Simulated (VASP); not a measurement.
# C in VASP: relaxation of the atoms with PBE

Aim: the relaxation of the atoms of C with PBE.

Everything below comes from runs of VASP 6.6.1. Logs are shortened: lines on timing, memory, paths and dates and some standing lists are left out, and cuts for length are marked.

**1. The cell of the first run**

The cell holds a slab with vacuum, 6 atoms: a = 2.526 Å, b = 2.526 Å, c = 18.465 Å, α = 90.00°, β = 90.00°, γ = 90.00°.

**2. Relaxation of the atoms, PBE**

INCAR reads:

```
SYSTEM = C
ALGO = Normal
DIPOL = 0.5 0.5 0.500
EDIFF = 1E-7
EDIFFG = -0.01
ENCUT = 520
GGA = PE
GGA_COMPAT = .False.
IBRION = 2
IDIPOL = 3
ISIF = 2
ISMEAR = 0
LASPH = .True.
LCHARG = .False.
LDIPOL = .True.
LREAL = .False.
LWAVE = .False.
NELM = 120
NELMDL = -8
NELMIN = 4
NSW = 80
PREC = Accurate
SIGMA = 0.03
```

KPOINTS reads:

```
k-points
0
Gamma
  10 10 1
  0 0 0
```

POSCAR reads:

```
C
1.0
    2.5255585743      0.0000000000      0.0000000000
    0.0000000000      2.5255585743      0.0000000000
    0.0000000000      0.0000000000     18.4645990582
C
6
Direct
    0.0000000000      0.0000000000      0.3791038180
    0.0000000000      0.5000000000      0.4274622908
    0.5000000000      0.5000000000      0.4758207636
    0.5000000000      1.0000000000      0.5241792364
    0.0000000000      0.0000000000      0.5725377092
    0.0000000000      0.5000000000      0.6208961820
```

Potentials or basis: VASP PAW PBE potentials, release 64 (C).

Launch:

```console
> cat potpaw_PBE.64/C/POTCAR > POTCAR
> mpirun -np 1 vasp_std > vasp.out
```

OUTCAR:

```text
SYSTEM = C
   EDIFF = 1E-7
   EDIFFG = -0.01
   ENCUT = 520
   GGA = PE
   IBRION = 2
   ISIF = 2
   ISMEAR = 0
   LASPH = .True.
   LREAL = .False.
   NELM = 120
   NELMDL = -8
   NELMIN = 4
   NSW = 80
   PREC = Accurate

 ion  position               nearest neighbor table
   1  0.000  0.000  0.379-   2 1.55   2 1.55
   2  0.000  0.500  0.427-   3 1.55   3 1.55   1 1.55   1 1.55
   3  0.500  0.500  0.476-   2 1.55   2 1.55   4 1.55   4 1.55
   4  0.500  0.000  0.524-   5 1.55   5 1.55   3 1.55   3 1.55
   5  0.000  0.000  0.573-   4 1.55   4 1.55   6 1.55   6 1.55
   6  0.000  0.500  0.621-   5 1.55   5 1.55

  LATTYP: Found a simple tetragonal cell.
 ALAT       =     2.5255585743
 C/A-ratio  =     7.3110951558

  Lattice vectors:

 A1 = (   2.5255585743,   0.0000000000,   0.0000000000)
 A2 = (   0.0000000000,   2.5255585743,   0.0000000000)
 A3 = (   0.0000000000,   0.0000000000,  18.4645990582)

Analysis of symmetry for initial positions (statically):
=====================================================================
 Subroutine PRICEL returns:
 Original cell was already a primitive cell.

 Routine SETGRP: Setting up the symmetry group for a
 simple tetragonal supercell.

 Subroutine GETGRP returns: Found  8 space group operations
 (whereof  4 operations were pure point group operations)
 out of a pool of 16 trial point group operations.

The static configuration has the point symmetry C_2v.
 The point group associated with its full space group is D_2h.

Analysis of symmetry for dynamics (positions and initial velocities):
=====================================================================
 Subroutine PRICEL returns:
 Original cell was already a primitive cell.

 Routine SETGRP: Setting up the symmetry group for a
 simple tetragonal supercell.

 Subroutine GETGRP returns: Found  8 space group operations
 (whereof  4 operations were pure point group operations)
 out of a pool of 16 trial point group operations.

The dynamic configuration has the point symmetry C_2v.
 The point group associated with its full space group is D_2h.

 Subroutine INISYM returns: Found  8 space group operations
 (whereof  4 operations are pure point group operations),
 and found     1 'primitive' translations

----------------------------------------------------------------------------------------

                                     Primitive cell

  volume of cell :     117.7755
[... 126 lines left out ...]
   LEPSILON=     F    determine dielectric tensor
   LRPA    =     F    only Hartree local field effects (RPA)
 conjugate gradient relaxation of ions
 non-spin polarized calculation
 Gauss-broadening in eV      SIGMA  =   0.03
  energy-cutoff  :      520.00
  volume of cell :      117.78
 maximum number of plane-waves:      3209
   NGX =  9   NGY =  9   NGZ = 69

--------------------------------------- Ionic step        1  -------------------------------------------

 number of electron      24.0000001 magnetization

 Free energy of the ion-electron system (eV)
  ---------------------------------------------------
  ext. energy  EPLUGINS =         0.00000000
  ---------------------------------------------------
  free energy    TOTEN  =       -47.64030709 eV

  energy without entropy =      -47.63947190  energy(sigma->0) =      -47.63988949

------------------------ aborting loop because EDIFF is reached ----------------------------------------

  FORCE on cell =-STRESS in cart. coord.  units (eV):
  Direction    XX          YY          ZZ          XY          YZ          ZX
  --------------------------------------------------------------------------------------
  -------------------------------------------------------------------------------------
  Total       -7.2745225     -1.7441837     -3.9335457      0.0000000      0.0000000      0.0000000
  in kB      -98.9601400    -23.7272848    -53.5106227      0.0000000      0.0000000      0.0000000
  external PRESSURE =     -58.7326825 kB  Pullay stress =       0.0000000 kB
[... 101 lines left out ...]
  FREE ENERGIE OF THE ION-ELECTRON SYSTEM (eV)
  ---------------------------------------------------
  free  energy   TOTEN  =       -47.9000644116 eV

  energy  without entropy=      -47.8982788855  energy(sigma->0) =      -47.89917165

[... ionic steps 4 to 7 ...]

--------------------------------------- Ionic step        8  -------------------------------------------

 number of electron      24.0000002 magnetization

------------------------ aborting loop because EDIFF is reached ----------------------------------------
[... 75 lines left out ...]
--------------------------------------- Ionic step       10  -------------------------------------------

 number of electron      24.0000002 magnetization

 dipolmoment           0.000000      0.000000      0.000000 electrons x Angstroem

 Free energy of the ion-electron system (eV)
  ---------------------------------------------------
  ext. energy  EPLUGINS =         0.00000000
  ---------------------------------------------------
  free energy    TOTEN  =       -47.91212190 eV

  energy without entropy =      -47.91025651  energy(sigma->0) =      -47.91118921

 E-fermi :  -2.2071     XC(G=0):  -5.0045

 val. band max:       -2.2255290152   @ k =   0.5000   0.1000   0.0000
 cond. band min:      -2.2030187467   @ k =   0.2000   0.1000   0.0000
 fundamental gap:      0.0225102685
 Fermi energy:        -2.2071442968

 k-point     1 :       0.0000    0.0000    0.0000
  band No.  band energies     occupation
      1     -23.1284      2.00000
      2     -20.6038      2.00000
      3     -16.6930      2.00000
      4     -11.7694      2.00000
      5      -8.4700      2.00000
      6      -7.7674      2.00000
[... 433 lines left out ...]
      3     -16.6621      2.00000
      4     -12.8996      2.00000
      5     -12.1474      2.00000
      6      -9.8135      2.00000
[... 8 lines left out ...]
     15       5.5746      0.00000
     16       6.7787      0.00000

 [... further k-points ...]

------------------------ aborting loop because EDIFF is reached ----------------------------------------

 vacuum level on the upper side and lower side of the slab       (xc-potential included)        -0.111        -0.111

  FORCE on cell =-STRESS in cart. coord.  units (eV):
  Direction    XX          YY          ZZ          XY          YZ          ZX
  --------------------------------------------------------------------------------------
  -------------------------------------------------------------------------------------
  Total       -5.6667681     -0.6699681     -0.0373925      0.0000000      0.0000000      0.0000000
  in kB      -77.0887938     -9.1140188     -0.5086749      0.0000000      0.0000000      0.0000000
  external PRESSURE =     -28.9038292 kB  Pullay stress =       0.0000000 kB
[... 21 lines left out ...]
  FREE ENERGIE OF THE ION-ELECTRON SYSTEM (eV)
  ---------------------------------------------------
  free  energy   TOTEN  =       -47.9121218982 eV

  energy  without entropy=      -47.9102565140  energy(sigma->0) =      -47.91118921

 reached required accuracy - stopping structural energy minimisation

 vacuum level on the upper side and lower side of the slab         4.853         4.853
```

Run time: 8.6 min. Hardware: 1 thread of Intel Xeon 8259CL, shared host; peak memory 0.25 GiB.

What came out:

- Free energy: -47.9121 eV
- Energy gained by relaxing: 45.3 meV/atom
- Ionic steps: 10
- Band gap on the k mesh: zero (bands 12 and 13 overlap by 0.76 eV)

Step by step:
```tsv
step	energy change (eV)	largest force (eV/Å)	pressure (GPa)
1	0.0000	2.4372	-5.87
2	-0.0052	2.4753	-0.91
3	-0.2598	0.2663	-3.98
4	-0.2597	0.2826	-3.93
5	-0.2680	0.2035	-3.41
6	-0.2711	0.1316	-2.86
7	-0.2698	0.2692	-2.91
8	-0.2718	0.0201	-2.88
9	-0.2718	0.0252	-2.90
10	-0.2718	0.0009	-2.89
```

Final structure:
```yaml
crystal:
  lattice:
    - [2.52556, 0.00000, 0.00000]
    - [0.00000, 2.52556, 0.00000]
    - [0.00000, 0.00000, 18.46460]
  atoms:
    - { symbol: C, position: [0.00000, 0.00000, 0.38336] }
    - { symbol: C, position: [0.00000, 0.50000, 0.42550] }
    - { symbol: C, position: [0.50000, 0.50000, 0.47664] }
    - { symbol: C, position: [0.50000, 0.00000, 0.52336] }
    - { symbol: C, position: [0.00000, 0.00000, 0.57450] }
    - { symbol: C, position: [0.00000, 0.50000, 0.61664] }
```

Levels at points of the mesh, in eV from the Fermi level:
```
           k point  band 8  band 9  band 10  band 11  band 12  band 13  band 14  band 15  band 16
(0.00, 0.00, 0.00)   -4.54   -3.10    -2.10    -0.80     0.36     2.29     4.43     4.63     4.83
(0.50, 0.00, 0.00)   -3.73   -3.64    -3.61    -1.51    -0.07     0.27     1.00     7.70     8.71
(0.00, 0.50, 0.00)   -5.51   -2.81    -2.81    -1.31    -1.31     3.86     3.86     8.48     8.48
(0.50, 0.50, 0.00)   -7.69   -6.99    -6.99    -1.87    -1.87    -0.25    -0.25     7.14     7.14
```

The gap in the log of VASP goes by the Fermi energy; the results here count the filled bands.